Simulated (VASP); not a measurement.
# Mn2FeN2 (C2/m) in VASP: single point with PBE

Aim: the single point of Mn2FeN2 with PBE.

Everything below comes from runs of VASP 6.6.1. Logs are shortened: lines on timing, memory, paths and dates and some standing lists are left out, and cuts for length are marked.

**1. The cell of the first run**

It takes space group C2/m (No. 12, monoclinic). Conventional cell: a = 5.230 Å, b = 3.030 Å, c = 5.927 Å, α = 90.00°, β = 90.14°, γ = 90.00°. Mn (site symmetry m) has 3 N at 1.84 Å within 2.4 Å. Fe (site symmetry 2/m) has 6 N at 2.23 to 2.25 Å and 6 Mn at 2.64 Å and 6 Fe at 3.02 to 3.03 Å within 3.1 Å. N (site symmetry m) has 3 Mn at 1.84 Å and 3 Fe at 2.23 to 2.25 Å within 2.4 Å.

**2. Single point, PBE, collinear spin, ferromagnetic start**

INCAR

```
PREC = Accurate ; ENCUT = 700
EDIFF = 1E-6 ; ISMEAR = 0
SIGMA = 0.1 ; LREAL = False
LASPH = True ; NELM = 200
ALGO = Normal ; ISIF = 2
LWAVE = False ; LCHARG = False
ISPIN = 2 ; MAGMOM = 4 4 4 0 0
LORBIT = 11 ; LMAXMIX = 4
GGA = PE ; NBANDS = 40
GGA_COMPAT = False
```

KPOINTS

```
Automatic mesh
0
Gamma
  6 6 4
```

POSCAR

```
Mn2FeN2
1.0
    2.6151203308     -1.5150963246      0.0000000000
    2.6151203308      1.5150963246      0.0000000000
   -0.0147385655      0.0000000000      5.9273082974
Mn Fe N
2 1 2
Direct
    0.3333755000      0.3333755000      0.1669290000
    0.6666245000      0.6666245000      0.8330710000
    0.0000000000      0.0000000000      0.5000000000
    0.3324760000      0.3324760000      0.7375550000
    0.6675240000      0.6675240000      0.2624450000
```

Potentials or basis: VASP PAW PBE potentials, release 64 (Mn_sv, Fe_sv, N).

Run with:

```
$ cat potpaw_PBE.64/Mn_sv/POTCAR potpaw_PBE.64/Fe_sv/POTCAR potpaw_PBE.64/N/POTCAR > POTCAR
$ mpirun -np 1 vasp_std > vasp.out
```

OUTCAR:

```text
PREC = Accurate
   ENCUT = 700
   EDIFF = 1E-6
   ISMEAR = 0
   LREAL = False
   LASPH = True
   NELM = 200
   ISIF = 2
   ISPIN = 2
   LORBIT = 11
   GGA = PE

 ion  position               nearest neighbor table
   1  0.333  0.333  0.167-   5 1.84   5 1.84   5 1.84   3 2.64   3 2.64   3 2.64   2 2.64   2 2.64
                             2 2.64
   2  0.667  0.667  0.833-   4 1.84   4 1.84   4 1.84   3 2.64   3 2.64   3 2.64   1 2.64   1 2.64
                             1 2.64
   3  0.000  0.000  0.500-   2 2.64   2 2.64   1 2.64   1 2.64   1 2.64   2 2.64
   4  0.332  0.332  0.738-   2 1.84   2 1.84   2 1.84
   5  0.668  0.668  0.262-   1 1.84   1 1.84   1 1.84

  LATTYP: Found a base centered monoclinic cell.
 ALAT       =     5.2302406616
 B/A-ratio  =     0.5793600802
 C/A-ratio  =     1.1332799014
 COS(beta)  =    -0.0024865452

  Lattice vectors:

 A1 = (   2.6151203308,  -1.5150963246,   0.0000000000)
 A2 = (   2.6151203308,   1.5150963246,   0.0000000000)
 A3 = (  -0.0147385655,   0.0000000000,   5.9273082974)

Analysis of symmetry for initial positions (statically):
=====================================================================
 Subroutine PRICEL returns:
 Original cell was already a primitive cell.

 Routine SETGRP: Setting up the symmetry group for a
 base centered monoclinic supercell.

 Subroutine GETGRP returns: Found  4 space group operations
 (whereof  4 operations were pure point group operations)
 out of a pool of  4 trial point group operations.

The static configuration has the point symmetry C_2h.

Analysis of symmetry for dynamics (positions and initial velocities):
=====================================================================
 Subroutine PRICEL returns:
 Original cell was already a primitive cell.

 Routine SETGRP: Setting up the symmetry group for a
 base centered monoclinic supercell.

 Subroutine GETGRP returns: Found  4 space group operations
 (whereof  4 operations were pure point group operations)
 out of a pool of  4 trial point group operations.

The dynamic configuration has the point symmetry C_2h.

Analysis of structural, dynamic, and magnetic symmetry:
=====================================================================
 Subroutine PRICEL returns:
 Original cell was already a primitive cell.

 Routine SETGRP: Setting up the symmetry group for a
 base centered monoclinic supercell.

 Subroutine GETGRP returns: Found  4 space group operations
 (whereof  4 operations were pure point group operations)
 out of a pool of  4 trial point group operations.

The overall configuration has the point symmetry C_2h.

 Subroutine INISYM returns: Found  4 space group operations
 (whereof  4 operations are pure point group operations),
 and found     1 'primitive' translations

----------------------------------------------------------------------------------------

                                     Primitive cell

  volume of cell :      46.9699

  direct lattice vectors                    reciprocal lattice vectors
     2.615120331 -1.515096325  0.000000000     0.191195791 -0.330012021  0.000475418
     2.615120331  1.515096325  0.000000000     0.191195791  0.330012021  0.000475418
    -0.014738566  0.000000000  5.927308297     0.000000000  0.000000000  0.168710644

  length of vectors
     3.022312230  3.022312230  5.927326621     0.381397418  0.381397418  0.168710644

  position of ions in fractional coordinates (direct lattice)
     0.333375500  0.333375500  0.166929000
     0.666624500  0.666624500  0.833071000
     1.000000000  1.000000000  0.500000000
     0.332476000  0.332476000  0.737555000
     0.667524000  0.667524000  0.262445000

  ion indices of the primitive-cell ions
   primitive index   ion index
                 1           1
[... 27 lines left out ...]
 ===========================================

 Found     47 irreducible k-points:

 Following reciprocal coordinates:
            Coordinates               Weight
  0.000000  0.000000  0.000000      1.000000
  0.166667  0.000000 -0.000000      4.000000
  0.333333  0.000000 -0.000000      4.000000
  0.500000 -0.000000 -0.000000      2.000000
  0.166667  0.166667 -0.000000      2.000000
  0.333333  0.166667 -0.000000      4.000000
[... 16 lines left out ...]
 -0.333333  0.166667  0.250000      4.000000
 -0.166667  0.166667  0.250000      4.000000
 [... further k-points ...]
   k-points           NKPTS =     47   k-points in BZ     NKDIM =     47   number of bands    NBANDS=     40
   number of dos      NEDOS =    301   number of ions     NIONS =      5
   total plane-waves  NPLWV =  42336
   dimension x,y,z NGX =    28 NGY =   28 NGZ =   54
   dimension x,y,z NGXF=    56 NGYF=   56 NGZF=  108
   ions per type =               2   1   2
   NGX,Y,Z   is equivalent  to a cutoff of  15.40, 15.40, 15.15 a.u.
   NGXF,Y,Z  is equivalent  to a cutoff of  30.80, 30.80, 30.29 a.u.
 SYSTEM =  unknown system
   PREC   = accura    normal or accurate (medium, high low for compatibility)
   ISTART =      0    job   : 0-new  1-cont  2-samecut
   ICHARG =      2    charge: 1-file 2-atom 10-const
   ISPIN  =      2    spin polarized calculation?
   LNONCOLLINEAR =      F non collinear calculations
   LSORBIT =      F    spin-orbit coupling
   LASPH  =      T    aspherical Exc in radial PAW
   ENCUT  =  700.0 eV  51.45 Ry    7.17 a.u.   6.52  6.52 12.79*2*pi/ulx,y,z
   NELM   =    200;   NELMIN=  2; NELMDL= -5     # of ELM steps
   EDIFF  = 0.1E-05   stopping-criterion for ELM
   LREAL  =      F    real-space projection
   EDIFFG = 0.1E-04   stopping-criterion for IOM
   NSW    =      0    number of steps for IOM
   IBRION =     -1    ionic relax: 0-MD 1-quasi-New 2-CG
   NFREE  =      0    steps in history (QN), initial steepest desc. (CG)
   ISIF   =      2    stress and relaxation
   ISYM   =      2    0-nonsym 1-usesym 2-fastsym
   POTIM  = 0.5000    time-step for ionic-motion
   TEBEG  =    0.0;   TEEND  =   0.0 temperature during run
   PSTRESS=    0.0 pullay stress
   NELECT =      56.0000    total number of electrons
   NUPDOWN=      -1.0000    fix difference up-down
   EMIN   =  10.00;   EMAX   =-10.00  energy-range for DOS
   EFERMI =   0.00;   METHOD = LEGACY
   ISMEAR =     0;   SIGMA  =   0.10  broadening in eV -4-tet -1-fermi 0-gaus
   EFERMI_NEDOS =   21; number of points for ismear=-14 and -15
   IALGO  =     38    algorithm
   IMIX   =      4    mixing-type and parameters
     AMIX     =   0.40;   BMIX     =  1.00
     AMIX_MAG =   1.60;   BMIX_MAG =  1.00
  volume/ion in A,a.u.               =       9.39        63.39
  Fermi-wavevector in a.u.,A,eV,Ry     =   1.735925  3.280423 41.000294  3.013437
  Thomas-Fermi vector in A             =   2.809438
   LORBIT       =     11    0 simple, 1 ext, 2 COOP (PROOUT), +10 PAW based schemes
   GGA     = PE    functional components
   LHFCALC =     F    Hartree Fock is set to
   AEXX    =    0.0000 exact exchange contribution
   IVDW    =     0    specifies the selected vdW correction
   LEPSILON=     F    determine dielectric tensor
   LRPA    =     F    only Hartree local field effects (RPA)
 spin polarized calculation
 Gauss-broadening in eV      SIGMA  =   0.10
  energy-cutoff  :      700.00
  volume of cell :       46.97
 maximum number of plane-waves:      2011
 NGX is ok and might be reduce to    28
   NGX = 13   NGY = 13   NGZ = 25

 number of electron      56.0000000 magnetization      12.0000000

 number of electron      56.0000012 magnetization       1.8868743

 Free energy of the ion-electron system (eV)
  ---------------------------------------------------
  ext. energy  EPLUGINS =         0.00000000
  ---------------------------------------------------
  free energy    TOTEN  =       -43.13103039 eV

  energy without entropy =      -43.10487081  energy(sigma->0) =      -43.11795060

 E-fermi :  12.3108     XC(G=0): -13.4017

 val. band max:       12.2945053318   @ k =   0.3333   0.0000   0.5000
 cond. band min:      12.3266894100   @ k =   0.5000  -0.0000   0.2500
 fundamental gap:      0.0321840782
 Fermi energy:        12.3108126695

 spin component 1

 k-point     1 :       0.0000    0.0000    0.0000
  band No.  band energies     occupation
      1     -76.6437      1.00000
      2     -67.1154      1.00000
      3     -67.0787      1.00000
      4     -42.8564      1.00000
      5     -42.6308      1.00000
      6     -42.6305      1.00000
[... 1021 lines left out ...]
     39      22.4407      0.00000
     40      23.3207      0.00000

 [... further k-points ...]

 spin component 2

 k-point     1 :       0.0000    0.0000    0.0000
  band No.  band energies     occupation
      1     -73.7436      1.00000
      2     -67.4741      1.00000
      3     -67.4380      1.00000
      4     -39.9118      1.00000
      5     -39.8624      1.00000
      6     -39.8581      1.00000
[... 1021 lines left out ...]
     39      22.8078      0.00000
     40      23.3980      0.00000

 [... further k-points ...]

------------------------ aborting loop because EDIFF is reached ----------------------------------------

  FORCE on cell =-STRESS in cart. coord.  units (eV):
  Direction    XX          YY          ZZ          XY          YZ          ZX
  --------------------------------------------------------------------------------------
  -------------------------------------------------------------------------------------
  Total       -1.1448962     -1.1556837     -0.4365351      0.0000000      0.0000000     -0.0224406
  in kB      -39.0532567    -39.4212267    -14.8905358      0.0000000      0.0000000     -0.7654669
  external PRESSURE =     -31.1216730 kB  Pullay stress =       0.0000000 kB

 VOLUME and BASIS-vectors are now :
 -----------------------------------------------------------------------------
  energy-cutoff  :      700.00
  volume of cell :       46.97
      direct lattice vectors                 reciprocal lattice vectors
     2.615120331 -1.515096325  0.000000000     0.191195791 -0.330012021  0.000475418
     2.615120331  1.515096325  0.000000000     0.191195791  0.330012021  0.000475418
    -0.014738566  0.000000000  5.927308297     0.000000000  0.000000000  0.168710644

 POSITION                                       TOTAL-FORCE (eV/Angst)
 -----------------------------------------------------------------------------------
      1.74117      0.00000      0.98944         0.003781      0.000000      0.168894
      3.47433      0.00000      4.93787        -0.003781      0.000000     -0.168894
     -0.00737      0.00000      2.96365        -0.000000      0.000000      0.000000
      1.72806      0.00000      4.37172        -0.016204      0.000000      0.254835
      3.48744      0.00000      1.55559         0.016204      0.000000     -0.254835
 -----------------------------------------------------------------------------------
    total drift:                                0.000000     -0.000000      0.000000

  FREE ENERGIE OF THE ION-ELECTRON SYSTEM (eV)
  ---------------------------------------------------
  free  energy   TOTEN  =       -43.1310303867 eV

  energy  without entropy=      -43.1048708073  energy(sigma->0) =      -43.11795060

 total charge

# of ion       s       p       d       tot
------------------------------------------
    1        2.205   6.083   4.846  13.134
    2        2.205   6.083   4.846  13.134
    3        2.105   6.007   5.627  13.739
    4        1.255   2.423   0.000   3.678
    5        1.255   2.423   0.000   3.678
--------------------------------------------------
tot          9.025  23.019  15.319  47.363

 magnetization (x)

# of ion       s       p       d       tot
------------------------------------------
    1       -0.001  -0.003  -0.313  -0.317
    2       -0.001  -0.003  -0.313  -0.317
    3        0.009   0.007   2.427   2.442
    4        0.010   0.021   0.000   0.031
    5        0.010   0.021   0.000   0.031
--------------------------------------------------
tot          0.027   0.042   1.800   1.870
```

Wall time 7.4 min (1 thread of Intel Xeon Platinum 8259CL at 2.50GHz (Skylake/Cascade Lake), shared host); peak memory 0.35 GiB.

What came out:

```
Free energy                                           : -43.1310 eV
Pressure                                              : -3.1 GPa
Largest force                                         : 0.255 eV/Å
Net moment                                            : 1.89 μB per cell
Site moments                                          : Mn -0.32; Fe +2.44; N +0.03 μB
Valence electrons inside the program's atomic spheres : Mn 13.13; Fe 13.74; N 3.68
```

Forces on the atoms (eV/Å):
```
Mn   0.004  0.000  0.169
Mn  -0.004  0.000 -0.169
Fe   0.000  0.000  0.000
N   -0.016  0.000  0.255
N    0.016  0.000 -0.255
```

Stress tensor (GPa, compression positive):
```
-3.91  0.00 -0.08
 0.00 -3.94  0.00
-0.08  0.00 -1.49
```

Levels at points of the mesh, in eV from the Fermi level:
Spin up:
| k point | band 26 | band 27 | band 28 | band 29 | band 30 | band 31 | band 32 | band 33 |
| --- | --- | --- | --- | --- | --- | --- | --- | --- |
| (0.00, 0.00, 0.00) | -1.70 | -0.91 | -0.90 | -0.14 | -0.13 | 1.89 | 1.98 | 3.16 |
| (0.50, 0.00, 0.00) | -1.58 | -1.22 | -0.56 | -0.18 | 0.07 | 0.38 | 0.75 | 1.20 |
| (0.50, 0.50, 0.00) | -1.56 | -1.22 | -0.53 | -0.19 | 0.09 | 0.38 | 0.74 | 1.23 |
| (0.00, 0.00, 0.50) | -1.43 | -1.40 | -1.32 | 0.30 | 0.31 | 1.93 | 3.04 | 3.54 |
| (0.50, 0.00, 0.50) | -1.58 | -0.96 | -0.41 | -0.07 | 0.11 | 0.25 | 0.84 | 1.26 |
| (0.50, 0.50, 0.50) | -1.55 | -0.97 | -0.40 | -0.07 | 0.13 | 0.26 | 0.85 | 1.25 |
Spin down:
| k point | band 25 | band 26 | band 27 | band 28 | band 29 | band 30 |
| --- | --- | --- | --- | --- | --- | --- |
| (0.00, 0.00, 0.00) | -0.45 | -0.44 | -0.30 | -0.29 | 0.22 | 0.22 |
| (0.50, 0.00, 0.00) | -0.92 | -0.80 | -0.22 | 0.32 | 0.50 | 0.61 |
| (0.50, 0.50, 0.00) | -0.91 | -0.79 | -0.20 | 0.33 | 0.49 | 0.61 |
| (0.00, 0.00, 0.50) | -1.55 | -0.98 | -0.43 | -0.43 | 0.79 | 0.80 |
| (0.50, 0.00, 0.50) | -0.70 | -0.38 | -0.38 | -0.36 | 0.53 | 0.61 |
| (0.50, 0.50, 0.50) | -0.69 | -0.38 | -0.37 | -0.35 | 0.53 | 0.63 |

Caveat: the k points lie up to 0.40 Å⁻¹ apart; the run started ferromagnetic, and an antiferromagnetic order may lie lower in energy.
